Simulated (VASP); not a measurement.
Set up this calculation in VASP 6.6.1, as the native input.

- Task: single point
- Functional: PBE
- Potentials or basis: VASP PAW PBE potentials, release 64 (Cd, F)
- Cutoff: 520 eV
- k mesh: 8 × 8 × 8
- Occupations: gaussian, width 0.05 eV
- Spin: no spin polarisation
- Dipole correction: no
- Further INCAR settings: ALGO = Normal; EDIFF = 1e-07; NBANDS = 20

The structure of CdF2 lies in POSCAR:

```
CdF2
1.0
    0.0000000000      2.6319814730      2.4951184364
    2.6319814730      0.0000000000      2.4951184364
    2.6319814730      2.6319814730      0.0000000000
Cd F
1 2
Direct
    0.0000000000      0.0000000000      0.0000000000
    0.2500000000      0.2500000000      0.2500000000
    0.7500000000      0.7500000000      0.7500000000
```

The input as run:

INCAR

```
PREC     = Accurate       # precision mode
ENCUT    = 520            # plane-wave cutoff, eV
EDIFF    = 1E-7           # SCF threshold, eV
ISMEAR   = 0              # smearing method
SIGMA    = 0.05           # smearing width, eV
LREAL    = F              # projectors in reciprocal space
LASPH    = T              # aspherical terms in the spheres
NELM     = 100            # most SCF steps
ALGO     = Normal         # electronic algorithm
ISIF     = 2              # what is computed and relaxed
LWAVE    = F              # write WAVECAR
LCHARG   = T              # write CHGCAR
GGA      = PE             # functional
LELF     = T              # ELF
LVHAR    = T            
NBANDS   = 20             # bands
```

KPOINTS

```
Automatic mesh
0
Gamma
  8 8 8
```

Potentials or basis: VASP PAW PBE potentials, release 64 (Cd, F).

Launch:

```console
$ cat potpaw_PBE.64/Cd/POTCAR potpaw_PBE.64/F/POTCAR > POTCAR
$ mpirun -np 1 vasp_std > vasp.out
```

It gave:

```yaml
Pressure: 26.4 GPa
Band_gap_on_the_k_mesh: 3.43 eV (least direct gap 3.74 eV)
```

Caveat: the stress differs along the axes, from 24 to 31 GPa.

Run time: 62 s on 1 thread of AMD EPYC 7R13 (shared host), peak memory 0.15 GiB.
